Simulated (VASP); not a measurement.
# HfN (F-43m) in VASP: a series of runs

Runs on HfN. Level: LDA. Tasks: single point, relaxation of cell and atoms.

Everything below comes from runs of VASP 6.6.1. Logs are shortened: lines on timing, memory, paths and dates and some standing lists are left out, and cuts for length are marked.

### 1 The cell of the first run

The structure is cubic, space group F-43m (No. 216). Conventional cell: a = 4.829 Å, b = 4.829 Å, c = 4.829 Å, α = 90.00°, β = 90.00°, γ = 90.00°. Hf (site symmetry -43m) has 4 N at 2.09 Å within 2.8 Å. Within 2.8 Å of N (site symmetry -43m) lie 4 Hf at 2.09 Å.

### 2 Single point, LDA

Input file INCAR:

```
PREC = Accurate
ENCUT = 520
EDIFF = 1E-6
ISMEAR = 0
SIGMA = 0.15
LREAL = False
LASPH = True
NELM = 80
ALGO = Normal
ISIF = 2
LWAVE = False
LCHARG = False
NBANDS = 14
```

Input file KPOINTS:

```
regular mesh
0
Gamma
  12 12 12
```

Input file POSCAR:

```
HfN
1.0
    0.0000000000      2.4146129759      2.4146129759
    2.4146129759      0.0000000000      2.4146129759
    2.4146129759      2.4146129759      0.0000000000
Hf N
1 1
Direct
    0.0000000000      0.0000000000      0.0000000000
    0.7500000000      0.7500000000      0.7500000000
```

Potentials or basis: VASP PAW LDA potentials, release 64 (Hf_pv, N).

Started as:

```console
$ cat potpaw_LDA.64/Hf_pv/POTCAR potpaw_LDA.64/N/POTCAR > POTCAR
$ mpirun -np 1 vasp_std > vasp.out
```

OUTCAR:

```text
PREC = Accurate
   ENCUT = 520
   EDIFF = 1E-6
   ISMEAR = 0
   LREAL = False
   LASPH = True
   NELM = 80
   ISIF = 2

 ion  position               nearest neighbor table
   1  0.000  0.000  0.000-   2 2.09   2 2.09   2 2.09   2 2.09
   2  0.750  0.750  0.750-   1 2.09   1 2.09   1 2.09   1 2.09

  LATTYP: Found a face centered cubic cell.
 ALAT       =     4.8292259518

  Lattice vectors:

 A1 = (   0.0000000000,   2.4146129759,   2.4146129759)
 A2 = (   2.4146129759,   0.0000000000,   2.4146129759)
 A3 = (   2.4146129759,   2.4146129759,   0.0000000000)

Analysis of symmetry for initial positions (statically):
=====================================================================
 Subroutine PRICEL returns:
 Original cell was already a primitive cell.

 Routine SETGRP: Setting up the symmetry group for a
 face centered cubic supercell.

 Subroutine GETGRP returns: Found 24 space group operations
 (whereof 24 operations were pure point group operations)
 out of a pool of 48 trial point group operations.

The static configuration has the point symmetry T_d .

Analysis of symmetry for dynamics (positions and initial velocities):
=====================================================================
 Subroutine PRICEL returns:
 Original cell was already a primitive cell.

 Routine SETGRP: Setting up the symmetry group for a
 face centered cubic supercell.

 Subroutine GETGRP returns: Found 24 space group operations
 (whereof 24 operations were pure point group operations)
 out of a pool of 48 trial point group operations.

The dynamic configuration has the point symmetry T_d .

 Subroutine INISYM returns: Found 24 space group operations
 (whereof 24 operations are pure point group operations),
 and found     1 'primitive' translations

----------------------------------------------------------------------------------------

                                     Primitive cell

  volume of cell :      28.1561

  direct lattice vectors                    reciprocal lattice vectors
     0.000000000  2.414612976  2.414612976    -0.207072523  0.207072523  0.207072523
     2.414612976  0.000000000  2.414612976     0.207072523 -0.207072523  0.207072523
     2.414612976  2.414612976  0.000000000     0.207072523  0.207072523 -0.207072523

  length of vectors
     3.414778418  3.414778418  3.414778418     0.358660130  0.358660130  0.358660130

  position of ions in fractional coordinates (direct lattice)
     0.000000000  0.000000000  0.000000000
     0.750000000  0.750000000  0.750000000

  ion indices of the primitive-cell ions
   primitive index   ion index
                 1           1
                 2           2

----------------------------------------------------------------------------------------

 KPOINTS: regular mesh

Automatic generation of k-mesh.
 Grid dimensions read from file:
 generate k-points for:   12   12   12

 Generating k-lattice:

  Cartesian coordinates                     Fractional coordinates (reciprocal lattice)
    -0.017256044  0.017256044  0.017256044     0.083333333  0.000000000  0.000000000
     0.017256044 -0.017256044  0.017256044     0.000000000  0.083333333  0.000000000
     0.017256044  0.017256044 -0.017256044     0.000000000  0.000000000  0.083333333

  Length of vectors
     0.029888344  0.029888344  0.029888344

  Shift w.r.t. Gamma in fractional coordinates (k-lattice)
     0.000000000  0.000000000  0.000000000

 Subroutine IBZKPT returns following result:
 ===========================================

 Found     72 irreducible k-points:

 Following reciprocal coordinates:
            Coordinates               Weight
  0.000000  0.000000  0.000000      1.000000
  0.083333  0.000000  0.000000      8.000000
  0.166667  0.000000  0.000000      8.000000
  0.250000  0.000000  0.000000      8.000000
  0.333333  0.000000  0.000000      8.000000
  0.416667  0.000000  0.000000      8.000000
[... 16 lines left out ...]
  0.500000  0.166667  0.000000     24.000000
 -0.416667  0.166667  0.000000     24.000000
 [... further k-points ...]
   k-points           NKPTS =     72   k-points in BZ     NKDIM =     72   number of bands    NBANDS=     14
   number of dos      NEDOS =    301   number of ions     NIONS =      2
   total plane-waves  NPLWV =  21952
   dimension x,y,z NGX =    28 NGY =   28 NGZ =   28
   dimension x,y,z NGXF=    56 NGYF=   56 NGZF=   56
   ions per type =               1   1
   NGX,Y,Z   is equivalent  to a cutoff of  13.63, 13.63, 13.63 a.u.
   NGXF,Y,Z  is equivalent  to a cutoff of  27.26, 27.26, 27.26 a.u.
 SYSTEM =  unknown system
   PREC   = accura    normal or accurate (medium, high low for compatibility)
   ISTART =      0    job   : 0-new  1-cont  2-samecut
   ICHARG =      2    charge: 1-file 2-atom 10-const
   ISPIN  =      1    spin polarized calculation?
   LNONCOLLINEAR =      F non collinear calculations
   LSORBIT =      F    spin-orbit coupling
   LASPH  =      T    aspherical Exc in radial PAW
   ENCUT  =  520.0 eV  38.22 Ry    6.18 a.u.   6.35  6.35  6.35*2*pi/ulx,y,z
   NELM   =     80;   NELMIN=  2; NELMDL= -5     # of ELM steps
   EDIFF  = 0.1E-05   stopping-criterion for ELM
   LREAL  =      F    real-space projection
   EDIFFG = 0.1E-04   stopping-criterion for IOM
   NSW    =      0    number of steps for IOM
   IBRION =     -1    ionic relax: 0-MD 1-quasi-New 2-CG
   NFREE  =      0    steps in history (QN), initial steepest desc. (CG)
   ISIF   =      2    stress and relaxation
   ISYM   =      2    0-nonsym 1-usesym 2-fastsym
   POTIM  = 0.5000    time-step for ionic-motion
   TEBEG  =    0.0;   TEEND  =   0.0 temperature during run
   PSTRESS=    0.0 pullay stress
   NELECT =      15.0000    total number of electrons
   NUPDOWN=      -1.0000    fix difference up-down
   EMIN   =  10.00;   EMAX   =-10.00  energy-range for DOS
   EFERMI =   0.00;   METHOD = LEGACY
   ISMEAR =     0;   SIGMA  =   0.15  broadening in eV -4-tet -1-fermi 0-gaus
   EFERMI_NEDOS =   21; number of points for ismear=-14 and -15
   IALGO  =     38    algorithm
   IMIX   =      4    mixing-type and parameters
     AMIX     =   0.40;   BMIX     =  1.00
     AMIX_MAG =   1.60;   BMIX_MAG =  1.00
  volume/ion in A,a.u.               =      14.08        95.00
  Fermi-wavevector in a.u.,A,eV,Ry     =   1.327133  2.507917 23.963690  1.761282
  Thomas-Fermi vector in A             =   2.456468
   LORBIT       =      0    0 simple, 1 ext, 2 COOP (PROOUT), +10 PAW based schemes
   GGA     = CA    functional components
   LHFCALC =     F    Hartree Fock is set to
   AEXX    =    0.0000 exact exchange contribution
   IVDW    =     0    specifies the selected vdW correction
   LEPSILON=     F    determine dielectric tensor
   LRPA    =     F    only Hartree local field effects (RPA)
 non-spin polarized calculation
 Gauss-broadening in eV      SIGMA  =   0.15
  energy-cutoff  :      520.00
  volume of cell :       28.16
 maximum number of plane-waves:       769
 NGX is ok and might be reduce to    28
   NGX = 13   NGY = 13   NGZ = 13

 number of electron      15.0000001 magnetization

 Free energy of the ion-electron system (eV)
  ---------------------------------------------------
  ext. energy  EPLUGINS =         0.00000000
  ---------------------------------------------------
  free energy    TOTEN  =       -23.06077502 eV

  energy without entropy =      -23.04947269  energy(sigma->0) =      -23.05512386

 E-fermi :   5.9661     XC(G=0): -11.7421

 val. band max:        5.9643324215   @ k =   0.0833   0.0833   0.0000
 cond. band min:       6.0121661457   @ k =  -0.3333   0.2500   0.0000
 fundamental gap:      0.0478337242
 Fermi energy:         5.9660990704

 k-point     1 :       0.0000    0.0000    0.0000
  band No.  band energies     occupation
      1     -24.8022      2.00000
      2     -24.8022      2.00000
      3     -24.8022      2.00000
      4     -10.2002      2.00000
      5       0.2805      2.00000
      6       0.2805      2.00000
      7       0.2805      2.00000
      8       5.4644      2.00000
      9       8.2007      0.00000
     10       8.2007      0.00000
     11      12.8294      0.00000
     12      12.8294      0.00000
     13      12.8294      0.00000
     14      17.5816      0.00000

 k-point     2 :       0.0833    0.0000    0.0000
  band No.  band energies     occupation
      1     -24.8441      2.00000
      2     -24.8075      2.00000
      3     -24.8075      2.00000
      4     -10.1050      2.00000
      5       0.1317      2.00000
      6       0.3358      2.00000
      7       0.3358      2.00000
      8       5.8433      1.75289
      9       8.0739      0.00000
     10       8.0739      0.00000
     11      12.6375      0.00000
     12      13.0206      0.00000
     13      13.0206      0.00000
     14      17.5789      0.00000

 k-point     3 :       0.1667    0.0000    0.0000
  band No.  band energies     occupation
      1     -24.9562      2.00000
      2     -24.8218      2.00000
      3     -24.8218      2.00000
      4      -9.8526      2.00000
      5      -0.1409      2.00000
      6       0.4799      2.00000
      7       0.4799      2.00000
      8       6.7383      0.00000
      9       7.8487      0.00000
     10       7.8487      0.00000
     11      12.2234      0.00000
     12      13.3330      0.00000
     13      13.3330      0.00000
     14      16.6328      0.00000

 k-point     4 :       0.2500    0.0000    0.0000
  band No.  band energies     occupation
      1     -25.1046      2.00000
      2     -24.8413      2.00000
      3     -24.8413      2.00000
      4      -9.5287      2.00000
      5      -0.2786      2.00000
      6       0.6560      2.00000
      7       0.6560      2.00000
      8       7.6282      0.00000
      9       7.7789      0.00000
     10       7.7789      0.00000
     11      11.8397      0.00000
     12      13.2916      0.00000
     13      13.2916      0.00000
     14      14.9489      0.00000

 k-point     5 :       0.3333    0.0000    0.0000
  band No.  band energies     occupation
      1     -25.2481      2.00000
      2     -24.8606      2.00000
      3     -24.8606      2.00000
      4      -9.2348      2.00000
      5      -0.1787      2.00000
      6       0.8019      2.00000
      7       0.8019      2.00000
      8       7.9789      0.00000
      9       8.0011      0.00000
     10       8.0011      0.00000
     11      11.3055      0.00000
[... 276 lines left out ...]
 k-point    22 :       0.4167    0.1667    0.0000
  band No.  band energies     occupation
      1     -25.2759      2.00000
      2     -24.9347      2.00000
      3     -24.9091      2.00000
      4      -8.9725      2.00000
      5      -0.3627      2.00000
      6       1.0036      2.00000
      7       1.2124      2.00000
      8       6.4081      0.00003
      9       8.2309      0.00000
     10       9.0705      0.00000
     11      11.8021      0.00000
     12      11.9487      0.00000
     13      13.2248      0.00000
     14      15.3917      0.00000

 k-point    23 :       0.5000    0.1667    0.0000
  band No.  band energies     occupation
      1     -25.3359      2.00000
      2     -24.9648      2.00000
      3     -24.9102      2.00000
      4      -8.8399      2.00000
      5       0.0143      2.00000
      6       0.9248      2.00000
      7       1.2436      2.00000
      8       6.4476      0.00001
      9       8.1575      0.00000
     10       8.8887      0.00000
     11      11.6291      0.00000
     12      11.9071      0.00000
     13      12.7610      0.00000
     14      15.9634      0.00000

 k-point    24 :      -0.4167    0.1667    0.0000
  band No.  band energies     occupation
      1     -25.3407      2.00000
      2     -24.9826      2.00000
      3     -24.8997      2.00000
      4      -8.8238      2.00000
      5       0.2905      2.00000
      6       0.7312      2.00000
      7       1.1966      2.00000
      8       6.5168      0.00000
      9       8.2209      0.00000
     10       8.5605      0.00000
     11      11.8144      0.00000
     12      12.1750      0.00000
     13      12.3931      0.00000
     14      16.0649      0.00000

 [... further k-points ...]

------------------------ aborting loop because EDIFF is reached ----------------------------------------

  FORCE on cell =-STRESS in cart. coord.  units (eV):
  Direction    XX          YY          ZZ          XY          YZ          ZX
  --------------------------------------------------------------------------------------
  -------------------------------------------------------------------------------------
  Total       -0.0063263     -0.0063263     -0.0063263      0.0000000      0.0000000      0.0000000
  in kB       -0.3599870     -0.3599870     -0.3599870      0.0000000      0.0000000      0.0000000
  external PRESSURE =      -0.3599870 kB  Pullay stress =       0.0000000 kB

 VOLUME and BASIS-vectors are now :
 -----------------------------------------------------------------------------
  energy-cutoff  :      520.00
  volume of cell :       28.16
      direct lattice vectors                 reciprocal lattice vectors
     0.000000000  2.414612976  2.414612976    -0.207072523  0.207072523  0.207072523
     2.414612976  0.000000000  2.414612976     0.207072523 -0.207072523  0.207072523
     2.414612976  2.414612976  0.000000000     0.207072523  0.207072523 -0.207072523

 POSITION                                       TOTAL-FORCE (eV/Angst)
 -----------------------------------------------------------------------------------
      0.00000      0.00000      0.00000        -0.000000     -0.000000     -0.000000
      3.62192      3.62192      3.62192         0.000000      0.000000      0.000000
 -----------------------------------------------------------------------------------
    total drift:                                0.000000      0.000000      0.000000

  FREE ENERGIE OF THE ION-ELECTRON SYSTEM (eV)
  ---------------------------------------------------
  free  energy   TOTEN  =       -23.0607750232 eV

  energy  without entropy=      -23.0494726893  energy(sigma->0) =      -23.05512386
```

Wall time 48 s (1 thread of Intel Xeon 8259CL, shared host); peak memory 0.16 GiB.

What came out:

| Property | Result |
| --- | --- |
| Free energy | -23.0608 eV |
| Pressure | 0.0 GPa |
| Band gap on the k mesh | zero (an odd number of electrons rules out a gap without spin polarisation) |

Caveat: spin-orbit coupling is left out, which moves the levels of the heavy elements.

### 3 Single point, LDA

Input file INCAR:

```
ALGO = Normal
EDIFF = 1E-7
ENCUT = 520
ISIF = 2
ISMEAR = 0
LASPH = T
LCHARG = T
LELF = T
LREAL = F
LVHAR = T
LWAVE = F
NBANDS = 14
NELM = 100
PREC = Accurate
SIGMA = 0.1
```

Input file KPOINTS:

```
k-points
0
Gamma
  16 16 16
```

POSCAR is that of step 2.

Potentials or basis: VASP PAW LDA potentials, release 64 (Hf_pv, N).

Started as:

```console
$ cat potpaw_LDA.64/Hf_pv/POTCAR potpaw_LDA.64/N/POTCAR > POTCAR
$ mpirun -np 1 vasp_std > vasp.out
```

Wall time 82 s (1 thread of Intel Xeon 8259CL, shared host); peak memory 0.19 GiB.

The run converged. Its results:

```
Free energy            : -23.0639 eV
Pressure               : -0.2 GPa
Band gap on the k mesh : zero (an odd number of electrons rules out a gap without spin polarisation)
```

Levels at points of the mesh, in eV from the Fermi level:
| k point | band 5 | band 6 | band 7 | band 8 | band 9 | band 10 |
| --- | --- | --- | --- | --- | --- | --- |
| (0.00, 0.00, 0.00) | -5.68 | -5.68 | -5.68 | -0.49 | 2.25 | 2.25 |
| (0.50, 0.00, 0.00) | -5.76 | -5.05 | -5.05 | 1.64 | 2.80 | 2.80 |
| (0.50, 0.50, 0.00) | -7.18 | -3.62 | -3.62 | -1.12 | 2.26 | 4.18 |

Caveat: spin-orbit coupling is left out, which moves the levels of the heavy elements.

[end of part 1 of 2]
